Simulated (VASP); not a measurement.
# Si3Bi2Te3 (P-3m1) in VASP: single point with PBE

Aim: the single point of Si3Bi2Te3 with PBE.

Everything below comes from runs of VASP 6.6.1. Logs are shortened: lines on timing, memory, paths and dates and some standing lists are left out, and cuts for length are marked.

### Step 1. The cell of the first run

Symmetry: P-3m1, No. 164, trigonal system. The conventional cell has a = 4.101 Å, b = 4.101 Å, c = 31.900 Å, α = 90.00°, β = 90.00°, γ = 120.00°. Within 3.1 Å of Si (site symmetry 3m) lie 4 Si at 2.37 to 2.47 Å. Si (site symmetry 3m) has 4 Si at 2.37 to 2.46 Å within 3.1 Å. Within 3.2 Å of Si (site symmetry 3m) lie 3 Si at 2.46 Å and 1 Te at 2.64 Å. Bi (site symmetry 3m) has 6 Te at 3.05 to 3.35 Å and 6 Bi at 4.10 Å within 4.2 Å. Bi (site symmetry 3m) has 6 Te at 3.16 to 3.18 Å and 6 Bi at 4.10 Å within 4.2 Å. Te (site symmetry 3m) has 3 Bi at 3.05 Å and 9 Te at 3.68 to 4.10 Å within 4.2 Å. Within 4.2 Å of Te (site symmetry 3m) lie 6 Bi at 3.18 to 3.35 Å and 6 Te at 4.10 Å. Within 3.5 Å of Te (site symmetry 3m) lie 1 Si at 2.64 Å and 3 Bi at 3.16 Å.

### Step 2. Single point, PBE

The input, POSCAR:

```
Si3Bi2Te3
1.0
    4.1009200000      0.0000000000      0.0000000000
   -2.0504600000      3.5515010000      0.0000000000
    0.0000000000      0.0000000000     31.8997400000
Si Bi Te
6 4 6
Direct
    0.3333330000      0.6666670000      0.0109180000
    0.3333330000      0.6666670000      0.0853630000
    0.0000000000      0.0000000000      0.1064610000
    0.6666670000      0.3333330000      0.9890820000
    0.6666670000      0.3333330000      0.9146370000
    0.0000000000      0.0000000000      0.8935390000
    0.0000000000      0.0000000000      0.3954150000
    0.3333330000      0.6666670000      0.2547080000
    0.6666670000      0.3333330000      0.7452920000
    0.0000000000      0.0000000000      0.6045850000
    0.3333330000      0.6666670000      0.4558990000
    0.6666670000      0.3333330000      0.3210990000
    0.0000000000      0.0000000000      0.1893330000
    0.0000000000      0.0000000000      0.8106670000
    0.6666670000      0.3333330000      0.5441010000
    0.3333330000      0.6666670000      0.6789010000
```

The input, INCAR.step1:

```
PREC     = Accurate       # precision mode
ENCUT    = 520            # plane-wave cutoff, eV
EDIFF    = 1E-6           # SCF threshold, eV
ISMEAR   = 0              # smearing method
SIGMA    = 0.1            # smearing width, eV
LREAL    = F              # projectors in reciprocal space
LASPH    = T              # aspherical terms in the spheres
NELM     = 80             # most SCF steps
ALGO     = Fast           # electronic algorithm
ISIF     = 2              # what is computed and relaxed
LWAVE    = F              # write WAVECAR
LCHARG   = T              # write CHGCAR
GGA      = PE             # functional
NBANDS   = 74             # bands
KPAR     = 4
```

The input, KPOINTS.step1:

```
regular mesh
0
Gamma
  8 8 1
```

The input, INCAR.step2:

```
PREC     = Accurate       # precision mode
ENCUT    = 520            # plane-wave cutoff, eV
EDIFF    = 1E-6           # SCF threshold, eV
ISMEAR   = -5             # smearing method
SIGMA    = 0.1            # smearing width, eV
LREAL    = F              # projectors in reciprocal space
LASPH    = T              # aspherical terms in the spheres
NELM     = 80             # most SCF steps
ALGO     = Fast           # electronic algorithm
ISIF     = 2              # what is computed and relaxed
LWAVE    = F              # write WAVECAR
LCHARG   = F              # write CHGCAR
GGA      = PE             # functional
LORBIT   = 10             # projections on sites
NBANDS   = 74             # bands
KPAR     = 4            
NEDOS    = 2001           # points of the DOS
ICHARG   = 11             # starting density
```

The input, KPOINTS.step2:

```
regular mesh
0
Gamma
  12 12 1
```

Potentials or basis: VASP PAW PBE potentials, release 64 (Si, Bi_d, Te).

On the command line:

```sh
$ cat potpaw_PBE.64/Si/POTCAR potpaw_PBE.64/Bi_d/POTCAR potpaw_PBE.64/Te/POTCAR > POTCAR
$ cp INCAR.step1 INCAR
$ cp KPOINTS.step1 KPOINTS
$ mpirun -np 4 vasp_std > vasp.out
$ cp INCAR.step2 INCAR
$ cp KPOINTS.step2 KPOINTS
$ mpirun -np 4 vasp_std > vasp.out
```

OUTCAR:

```text
PREC = Accurate
   ENCUT = 520
   EDIFF = 1E-6
   ISMEAR = -5
   LREAL = F
   LASPH = T
   NELM = 80
   ISIF = 2
   GGA = PE
   LORBIT = 10
   ICHARG = 11

 ion  position               nearest neighbor table
   1  0.333  0.667  0.011-   2 2.37   4 2.47   4 2.47   4 2.47
   2  0.333  0.667  0.085-   1 2.37   3 2.46   3 2.46   3 2.46
   3  0.000  0.000  0.106-   2 2.46   2 2.46   2 2.46  13 2.64
   4  0.667  0.333  0.989-   5 2.37   1 2.47   1 2.47   1 2.47
   5  0.667  0.333  0.915-   4 2.37   6 2.46   6 2.46   6 2.46
   6  0.000  0.000  0.894-   5 2.46   5 2.46   5 2.46  14 2.64
   7  0.000  0.000  0.395-  11 3.05  11 3.05  11 3.05  12 3.35  12 3.35  12 3.35
   8  0.333  0.667  0.255-  13 3.16  13 3.16  13 3.16  12 3.18  12 3.18  12 3.18
   9  0.667  0.333  0.745-  14 3.16  14 3.16  14 3.16  16 3.18  16 3.18  16 3.18
  10  0.000  0.000  0.605-  15 3.05  15 3.05  15 3.05  16 3.35  16 3.35  16 3.35
  11  0.333  0.667  0.456-   7 3.05   7 3.05   7 3.05  15 3.68  15 3.68  15 3.68
  12  0.667  0.333  0.321-   8 3.18   8 3.18   8 3.18   7 3.35   7 3.35   7 3.35
  13  0.000  0.000  0.189-   3 2.64   8 3.16   8 3.16   8 3.16
  14  0.000  0.000  0.811-   6 2.64   9 3.16   9 3.16   9 3.16
  15  0.667  0.333  0.544-  10 3.05  10 3.05  10 3.05  11 3.68  11 3.68  11 3.68
  16  0.333  0.667  0.679-   9 3.18   9 3.18   9 3.18  10 3.35  10 3.35  10 3.35

  LATTYP: Found a hexagonal cell.
 ALAT       =     4.1009200000
 C/A-ratio  =     7.7786789306

  Lattice vectors:

 A1 = (   4.1009200000,   0.0000000000,   0.0000000000)
 A2 = (  -2.0504600000,   3.5515010000,   0.0000000000)
 A3 = (   0.0000000000,   0.0000000000,  31.8997400000)

Analysis of symmetry for initial positions (statically):
=====================================================================
 Subroutine PRICEL returns:
 Original cell was already a primitive cell.

 Routine SETGRP: Setting up the symmetry group for a
 hexagonal supercell.

 Subroutine GETGRP returns: Found 12 space group operations
 (whereof 12 operations were pure point group operations)
 out of a pool of 24 trial point group operations.

The static configuration has the point symmetry D_3d.

Analysis of symmetry for dynamics (positions and initial velocities):
=====================================================================
 Subroutine PRICEL returns:
 Original cell was already a primitive cell.

 Routine SETGRP: Setting up the symmetry group for a
 hexagonal supercell.

 Subroutine GETGRP returns: Found 12 space group operations
 (whereof 12 operations were pure point group operations)
 out of a pool of 24 trial point group operations.

The dynamic configuration has the point symmetry D_3d.

 Subroutine INISYM returns: Found 12 space group operations
 (whereof 12 operations are pure point group operations),
 and found     1 'primitive' translations

----------------------------------------------------------------------------------------

                                     Primitive cell

  volume of cell :     464.6013

  direct lattice vectors                    reciprocal lattice vectors
     4.100920000  0.000000000  0.000000000     0.243847722  0.140785544  0.000000000
    -2.050460000  3.551501000  0.000000000     0.000000000  0.281571088  0.000000000
     0.000000000  0.000000000 31.899740000     0.000000000  0.000000000  0.031348218

  length of vectors
     4.100920000  4.100920088 31.899740000     0.281571094  0.281571088  0.031348218

  position of ions in fractional coordinates (direct lattice)
     0.333333000  0.666667000  0.010918000
     0.333333000  0.666667000  0.085363000
     0.000000000  0.000000000  0.106461000
     0.666667000  0.333333000  0.989082000
     0.666667000  0.333333000  0.914637000
     0.000000000  0.000000000  0.893539000
[... 8 lines left out ...]
     0.666667000  0.333333000  0.544101000
     0.333333000  0.666667000  0.678901000

  ion indices of the primitive-cell ions
   primitive index   ion index
                 1           1
                 2           2
                 3           3
                 4           4
                 5           5
                 6           6
[... 8 lines left out ...]
                15          15
                16          16

----------------------------------------------------------------------------------------

 KPOINTS: regular mesh

Automatic generation of k-mesh.
 Grid dimensions read from file:
 generate k-points for:   12   12    1

 Generating k-lattice:

  Cartesian coordinates                     Fractional coordinates (reciprocal lattice)
     0.020320643  0.011732129  0.000000000     0.083333333  0.000000000  0.000000000
     0.000000000  0.023464257  0.000000000     0.000000000  0.083333333  0.000000000
     0.000000000  0.000000000  0.031348218     0.000000000  0.000000000  1.000000000

  Length of vectors
     0.023464258  0.023464257  0.031348218

  Shift w.r.t. Gamma in fractional coordinates (k-lattice)
     0.000000000  0.000000000  0.000000000

 TETIRR: Found     76 inequivalent tetrahedra from      864

 Subroutine IBZKPT returns following result:
 ===========================================

 Found     19 irreducible k-points:

 Following reciprocal coordinates:
            Coordinates               Weight
  0.000000  0.000000  0.000000      1.000000
  0.083333 -0.000000  0.000000      6.000000
  0.166667  0.000000  0.000000      6.000000
  0.250000 -0.000000  0.000000      6.000000
  0.333333 -0.000000  0.000000      6.000000
  0.416667 -0.000000  0.000000      6.000000
[... 11 lines left out ...]
  0.333333  0.250000  0.000000     12.000000
  0.333333  0.333333  0.000000      2.000000
   k-points           NKPTS =     19   k-points in BZ     NKDIM =     19   number of bands    NBANDS=     74
   number of dos      NEDOS =   2001   number of ions     NIONS =     16
   total plane-waves  NPLWV = 216000
   dimension x,y,z NGX =    30 NGY =   30 NGZ =  240
   dimension x,y,z NGXF=    60 NGYF=   60 NGZF=  480
   ions per type =               6   4   6
   NGX,Y,Z   is equivalent  to a cutoff of  12.16, 12.16, 12.51 a.u.
   NGXF,Y,Z  is equivalent  to a cutoff of  24.32, 24.32, 25.02 a.u.
 SYSTEM =  unknown system
   PREC   = accura    normal or accurate (medium, high low for compatibility)
   ISTART =      0    job   : 0-new  1-cont  2-samecut
   ICHARG =     11    charge: 1-file 2-atom 10-const
   ISPIN  =      1    spin polarized calculation?
   LNONCOLLINEAR =      F non collinear calculations
   LSORBIT =      F    spin-orbit coupling
   LASPH  =      T    aspherical Exc in radial PAW
   ENCUT  =  520.0 eV  38.22 Ry    6.18 a.u.   7.62  7.62 59.31*2*pi/ulx,y,z
   NELM   =     80;   NELMIN=  2; NELMDL=  0     # of ELM steps
   EDIFF  = 0.1E-05   stopping-criterion for ELM
   LREAL  =      F    real-space projection
   EDIFFG = 0.1E-04   stopping-criterion for IOM
   NSW    =      0    number of steps for IOM
   IBRION =     -1    ionic relax: 0-MD 1-quasi-New 2-CG
   NFREE  =      0    steps in history (QN), initial steepest desc. (CG)
   ISIF   =      2    stress and relaxation
   ISYM   =      2    0-nonsym 1-usesym 2-fastsym
   POTIM  = 0.5000    time-step for ionic-motion
   TEBEG  =    0.0;   TEEND  =   0.0 temperature during run
   PSTRESS=    0.0 pullay stress
   NELECT =     120.0000    total number of electrons
   NUPDOWN=      -1.0000    fix difference up-down
   EMIN   =  10.00;   EMAX   =-10.00  energy-range for DOS
   EFERMI =   0.00;   METHOD = LEGACY
   ISMEAR =    -5;   SIGMA  =   0.10  broadening in eV -4-tet -1-fermi 0-gaus
   EFERMI_NEDOS =   21; number of points for ismear=-14 and -15
   IALGO  =     68    algorithm
   IMIX   =      4    mixing-type and parameters
     AMIX     =   0.40;   BMIX     =  1.00
     AMIX_MAG =   1.60;   BMIX_MAG =  1.00
  volume/ion in A,a.u.               =      29.04       195.96
  Fermi-wavevector in a.u.,A,eV,Ry     =   1.042578  1.970186 14.789102  1.086968
  Thomas-Fermi vector in A             =   2.177249
   LORBIT       =     10    0 simple, 1 ext, 2 COOP (PROOUT), +10 PAW based schemes
   GGA     = PE    functional components
   LHFCALC =     F    Hartree Fock is set to
   AEXX    =    0.0000 exact exchange contribution
   IVDW    =     0    specifies the selected vdW correction
   LEPSILON=     F    determine dielectric tensor
   LRPA    =     F    only Hartree local field effects (RPA)
 non-spin polarized calculation
 RMM-DIIS sequential band-by-band and
 Fermi weights with tetrahedron method with Bloechl corrections
  energy-cutoff  :      520.00
  volume of cell :      464.60
 maximum number of plane-waves:     12569

 number of electron     120.0000023 magnetization

 Free energy of the ion-electron system (eV)
  ---------------------------------------------------
  ext. energy  EPLUGINS =         0.00000000
  ---------------------------------------------------
  free energy    TOTEN  =       -66.70566945 eV

  energy without entropy =      -66.70566945  energy(sigma->0) =      -66.70566945

 E-fermi :   6.3445     XC(G=0):  -9.3327

 val. band max:        6.3442557153   @ k =   0.2500   0.1667   0.0000
 cond. band min:       6.3193780582   @ k =   0.3333  -0.0000   0.0000
 fundamental gap:     -0.0248776571
 Fermi energy:         6.3445465585

 k-point     1 :       0.0000    0.0000    0.0000
  band No.  band energies     occupation
      1     -17.0763      2.00000
      2     -17.0763      2.00000
      3     -17.0628      2.00000
      4     -17.0628      2.00000
      5     -17.0628      2.00000
      6     -17.0628      2.00000
[... 64 lines left out ...]
     71       8.2405      0.00000
     72       8.2725      0.00000
[... 1348 lines left out ...]
     71       8.7864      0.00000
     72       9.7640      0.00000
 [bands above 72 left out]

------------------------ aborting loop because EDIFF is reached ----------------------------------------

  FORCE on cell =-STRESS in cart. coord.  units (eV):
  Direction    XX          YY          ZZ          XY          YZ          ZX
  --------------------------------------------------------------------------------------
  -------------------------------------------------------------------------------------
  Total        0.2719215      0.2719215      1.2036570      0.0000000      0.0000000      0.0000000
  in kB        0.9377213      0.9377213      4.1508109      0.0000000      0.0000000      0.0000000
  external PRESSURE =       2.0087512 kB  Pullay stress =       0.0000000 kB

 VOLUME and BASIS-vectors are now :
 -----------------------------------------------------------------------------
  energy-cutoff  :      520.00
  volume of cell :      464.60
      direct lattice vectors                 reciprocal lattice vectors
     4.100920000  0.000000000  0.000000000     0.243847722  0.140785544  0.000000000
    -2.050460000  3.551501000  0.000000000     0.000000000  0.281571088  0.000000000
     0.000000000  0.000000000 31.899740000     0.000000000  0.000000000  0.031348218

 POSITION                                       TOTAL-FORCE (eV/Angst)
 -----------------------------------------------------------------------------------
     -0.00000      2.36767      0.34828        -0.000000      0.000000      0.053402
     -0.00000      2.36767      2.72306         0.000000     -0.000000     -0.031423
      0.00000      0.00000      3.39608        -0.000000      0.000000      0.038452
      2.05046      1.18383     31.55146         0.000000     -0.000000     -0.053402
      2.05046      1.18383     29.17668        -0.000000      0.000000      0.031423
      0.00000      0.00000     28.50366        -0.000000      0.000000     -0.038452
[... 8 lines left out ...]
      2.05046      1.18383     17.35668         0.000000     -0.000000     -0.007230
     -0.00000      2.36767     21.65677        -0.000000      0.000000     -0.035238
 -----------------------------------------------------------------------------------
    total drift:                               -0.000000      0.000000      0.000000

  FREE ENERGIE OF THE ION-ELECTRON SYSTEM (eV)
  ---------------------------------------------------
  free  energy   TOTEN  =       -66.7056694451 eV

  energy  without entropy=      -66.7056694451  energy(sigma->0) =      -66.70566945

 total charge

# of ion       s       p       d       tot
------------------------------------------
    1        0.760   0.854   0.000   1.614
    2        0.758   0.858   0.000   1.616
    3        0.775   0.816   0.000   1.591
    4        0.760   0.854   0.000   1.614
    5        0.758   0.858   0.000   1.616
    6        0.775   0.816   0.000   1.591
[... 8 lines left out ...]
   15        1.412   1.894   0.031   3.336
   16        1.402   1.935   0.028   3.366
--------------------------------------------------
tot         19.368  21.244  39.951  80.563
```

It took 4.6 min on 4 MPI ranks of AMD EPYC 9R14 (Zen 4), shared host; peak memory 0.74 GiB.

What came out:

```yaml
Valence_electrons_inside_the_program's_atomic_spheres: Si 1.61, 1.62, 1.59 (each value once); Bi 12.70, 12.68 (each value once); Te 3.34, 3.37, 3.38 (each value once)
```

Levels at points of the mesh, in eV from the Fermi level:
| k point | band 58 | band 59 | band 60 | band 61 | band 62 | band 63 |
| --- | --- | --- | --- | --- | --- | --- |
| (0.00, 0.00, 0.00) | -0.43 | -0.28 | -0.18 | 0.16 | 0.64 | 1.05 |
| (0.50, 0.00, 0.00) | -1.16 | -1.09 | -0.50 | -0.09 | 0.00 | 0.50 |

Caveat: spin-orbit coupling is left out, which moves the levels of the heavy elements; tetrahedron occupations give inexact forces and stress in metals.
